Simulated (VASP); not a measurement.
Runs of VASP 6.6.1 on GaGe. The structure is that of space group F-43m (No. 216), or close to it. The cells are those of the table. 

```csv
task,level,cell,k mesh,cutoff (eV),smearing,grid for exact exchange (PRECFOCK),share of exact exchange,screening parameter,gap on the mesh (eV),pressure (GPa)
single point,PBE,"a = 4.098 Å, angles 60.0°, 2 atoms",8 × 8 × 8,520,gaussian 0.02 eV,-,-,-,none,(b)
single point,r2SCAN50,"a = 4.098 Å, angles 60.0°, 2 atoms",4 × 4 × 4,520,fermi-dirac 0.05 eV,Normal,0.5,-,none,-3.7
relaxation of cell and atoms,PBE0,"relaxed from a = 4.098 Å, angles 60.0°, 2 atoms",4 × 4 × 4,600,fermi-dirac 0.05 eV,Normal,0.25,-,none,0.0
single point,HSE06,"a = 4.098 Å, angles 60.0°, 2 atoms",4 × 4 × 4,520,gaussian 0.1 eV,Normal,0.25,0.2079 1/Å,none,-1.7
single point,HSE06,"a = 4.098 Å, angles 60.0°, 2 atoms",6 × 6 × 6,520,fermi-dirac 0.05 eV,Normal,0.25,0.2079 1/Å,none,-1.1
single point,HF,"a = 4.143 Å, angles 60.0°, 2 atoms",4 × 4 × 4,520,fermi-dirac 0.05 eV,Normal,1,-,none,(a)
single point,HF,"a = 4.098 Å, angles 60.0°, 2 atoms",4 × 4 × 4,520,fermi-dirac 0.05 eV,Normal,1,-,none,1.7
```

Alike in all rows: potentials or basis VASP PAW PBE potentials, release 64 (Ge_d, Ga_d); no spin polarisation.

Question: Estimate the missing entries.

Answer: (a) -0.3; (b) 0.3.

Caveats: some runs use coarse meshes; an odd number of electrons without spin polarisation forces a metal; a magnetic or distorted state may lie lower; the PAW data sets were made with another functional, which shifts forces and pressure a little (at least some runs).

A k mesh can miss the band edges, and the runs leave out spin-orbit coupling on Ga, Ge.

A gap of «none» marks levels without a gap at the run's occupations.
